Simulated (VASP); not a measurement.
Li, 4 atoms in the cell. The structure is cubic, space group Fm-3m (No. 225). Conventional cell: a = 4.227 Å, b = 4.227 Å, c = 4.227 Å, α = 90.00°, β = 90.00°, γ = 90.00°. Within 3.9 Å of Li (site symmetry m-3m) lie 12 Li at 2.99 Å. 

| Property | Result |
| --- | --- |
| Program | VASP 6.6.1 |
| Task | single point |
| Functional | LDA |
| Potentials or basis | VASP PAW LDA potentials, release 64 (Li_sv) |
| Cutoff | 520 eV |
| k mesh | 10 × 10 × 10 |
| Occupations | methfessel-paxton, width 0.05 eV |
| Spin | no spin polarisation |
| Dipole correction | no |
| Further INCAR settings | ALGO = Normal; EDIFF = 1e-06; NBANDS = 14 |

Potentials or basis: VASP PAW LDA potentials, release 64 (Li_sv).

The run is started by

```bash
$ cat potpaw_LDA.64/Li_sv/POTCAR > POTCAR
$ mpirun -np 1 vasp_std > vasp.out
```

Hardware: 1 thread of Intel Xeon 6975P-C (shared host).

Question: Estimate the wall time of this run.

Answer: Run time: 33 s on 1 thread of Intel Xeon 6975P-C, on a shared host, peak memory 0.16 GiB. Counts: scf iterations 10, k points 56.
